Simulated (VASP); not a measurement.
The system is As.

```
As
1.0
     1.88080    1.08588    3.51406
    -1.88080    1.08588    3.51406
     0.00000   -2.17176    3.51406
As
2
Direct
  0.77400 0.77400 0.77400
  0.22600 0.22600 0.22600
```

| Quantity | Value |
| --- | --- |
| Program | VASP 6.6.1 |
| Task | relaxation of cell and atoms |
| Functional | RPBE |
| Potentials or basis | VASP PAW PBE potentials, release 64 (As) |
| Cutoff | 600 eV |
| k mesh | 10 × 10 × 10 |
| Occupations | fermi-dirac, width 0.1 eV |
| Spin | no spin polarisation |

At the start: pressure 5.7 GPa; volume 21.53 Å³/atom.

Problem. Where does the relaxation end?

Solution. Over 22 steps the energy falls by 102.6 meV/atom and the volume is 36.78 Å³/atom (+70.8 %); space group R-3m (No. 166, to 0.1 Å) before and after.

The path:
| step | energy change (eV) | largest force (eV/Å) | pressure (GPa) | volume (Å³) |
| --- | --- | --- | --- | --- |
| 1 | 0.0000 | 0.5228 | 5.74 | 43.06 |
| 2 | -0.0262 | 0.5685 | -2.95 | 48.05 |
| 3 | -0.0542 | 0.1499 | 0.24 | 45.84 |
| 4 | -0.0566 | 0.1010 | 0.16 | 46.13 |
| 5 | -0.0602 | 0.0536 | -0.03 | 47.00 |
| 6 | -0.0625 | 0.0388 | -0.01 | 47.19 |
| 7 | -0.0678 | 0.0062 | 0.11 | 47.74 |
| 8 | -0.0748 | 0.0972 | 0.44 | 48.76 |
| 9 | -0.0807 | 0.2783 | 1.31 | 50.50 |
| 10 | -0.0818 | 0.2930 | 1.25 | 50.67 |
| 11 | -0.0849 | 0.3368 | 1.11 | 51.19 |
| 12 | -0.0908 | 0.4219 | 0.89 | 52.22 |
| 13 | -0.1021 | 0.5780 | 0.60 | 54.22 |
| 14 | -0.1175 | 0.8383 | 0.36 | 58.04 |
| 15 | -0.1156 | 0.6993 | 0.49 | 56.41 |
| 16 | -0.1267 | 0.6761 | 0.45 | 57.53 |
| 17 | -0.1553 | 0.5439 | 0.57 | 60.84 |
| 18 | -0.1832 | 0.0137 | 1.55 | 67.34 |
| 19 | -0.1976 | 0.1217 | 0.63 | 70.03 |
| 20 | -0.2030 | 0.2252 | -0.25 | 73.13 |
| 21 | -0.2052 | 0.0317 | -0.06 | 73.51 |
| 22 | -0.2052 | 0.0041 | -0.02 | 73.56 |

Final structure:
```
As
1.0
     1.82565    1.05404    6.37111
    -1.82565    1.05404    6.37111
     0.00000   -2.10808    6.37111
As
2
Direct
  0.79687 0.79687 0.79687
  0.20313 0.20313 0.20313
```

Caveat: the volume moved by over 15 % at a fixed basis, so the end points are rough; the PAW data sets were made with another functional, which shifts forces and pressure a little.
